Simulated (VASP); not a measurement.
Set up this calculation in VASP 6.6.1, as the native input.

```
Task                   : single point
Functional             : LDA
Potentials or basis    : VASP PAW LDA potentials, release 64 (B, N)
Cutoff                 : 520 eV
k mesh                 : 12 × 12 × 4
Occupations            : gaussian, width 0.05 eV
Spin                   : no spin polarisation
Dipole correction      : no
Further INCAR settings : ALGO = Normal; EDIFF = 1e-06; NBANDS = 16
```

The structure of BN lies in POSCAR:

```
BN
1.0
    2.5903891222      0.0000000000      0.0000000000
   -1.2951945611      2.2433427855      0.0000000000
    0.0000000000      0.0000000000      5.9936423510
B N
2 2
Direct
    0.3333333333      0.6666666667      0.2500000000
    0.6666666667      0.3333333333      0.7500000000
    0.3333333333      0.6666666667      0.7500000000
    0.6666666667      0.3333333333      0.2500000000
```

This cell differs from its parent crystal: volume 8.707 Å^3 an atom, c/a of the conventional cell 2.3138.

The input as run:

INCAR

```
SYSTEM = BN
PREC = Accurate ; ENCUT = 520
EDIFF = 1E-6 ; ISMEAR = 0
SIGMA = 0.05 ; LREAL = .FALSE.
LASPH = .TRUE. ; NELM = 60
ALGO = Normal ; ISIF = 2
LWAVE = .FALSE. ; LCHARG = .FALSE.
GGA = CA ; NBANDS = 16
```

KPOINTS

```
regular mesh
0
G
  12 12 4
  0 0 0
```

Potentials or basis: VASP PAW LDA potentials, release 64 (B, N).

The run is started by

```sh
$ cat potpaw_LDA.64/B/POTCAR potpaw_LDA.64/N/POTCAR > POTCAR
$ mpirun -np 1 vasp_std > vasp.out
```

Results of the run:

The pressure is -25.9 GPa. The band gap on the k mesh is 3.77 eV, indirect (least direct gap 3.97 eV).

It took 18 s on 1 thread of Intel(R) Xeon(R) Platinum 8375C CPU @ 2.90GHz (Ice Lake), with other jobs on the host, peak memory 0.15 GiB.
